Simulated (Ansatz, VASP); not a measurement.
## Ba in VASP and in Ansatz

The input INCAR:

```
ALGO = Normal ; EDIFF = 1E-7
ENCUT = 520 ; GGA = PS
ISIF = 2 ; ISMEAR = -1
LASPH = True ; LCHARG = False
LREAL = False ; LWAVE = False
NBANDS = 11 ; NELM = 80
PREC = Accurate ; SIGMA = 0.08
```

KPOINTS

```
k-points
0
Gamma
  12 12 12
```

The input POSCAR:

```
Ba
1.0
    0.0000000000      2.9187295832      2.9187295832
    2.9187295832      0.0000000000      2.9187295832
    2.9187295832      2.9187295832      0.0000000000
Ba
1
Direct
    0.0000000000      0.0000000000      0.0000000000
```

Input for Ansatz:

```yaml
crystal:
  lattice:
    - [0.0, 2.9187295832, 2.9187295832]
    - [2.9187295832, 0.0, 2.9187295832]
    - [2.9187295832, 2.9187295832, 0.0]
  atoms:
    - { symbol: Ba, position: [0.0, 0.0, 0.0] }
kpoints:
  mp_grid: { grid: [12, 12, 12] }
scf:
  occupations: { method: fermi_dirac, width: 0.08 }
hamiltonian:
  xc: pbesol
  pseudopotentials: { kind: all_electron, lapw: { basis_error: 0.001 } }
output:
  forces: true
  stress: true
  eigenvalues: true
  populations: true
```

Change from the starting cell: volume scaled by 0.85, LAPW.

Alike in both runs: task single point; functional PBEsol; k mesh 12 × 12 × 12; occupations fermi-dirac, width 0.08 eV; no spin polarisation.

```csv
,VASP,Ansatz
version,VASP 6.6.1,Ansatz 0.2.0
potentials or method,"VASP PAW PBE potentials, release 64 (Ba_sv), cutoff 520 eV","all-electron LAPW, scalar-relativistic"
```

Ansatz gave:

| Item | Value |
| --- | --- |
| pressure (GPa) | 1.6 |

Problem. Which values does VASP return?

Solution. Pressure (GPa): 1.8.

VASP's potentials were made for PBE, not for PBEsol. Ansatz ran all-electron here, and VASP with PAW potentials.

Neither program's run includes spin-orbit coupling.
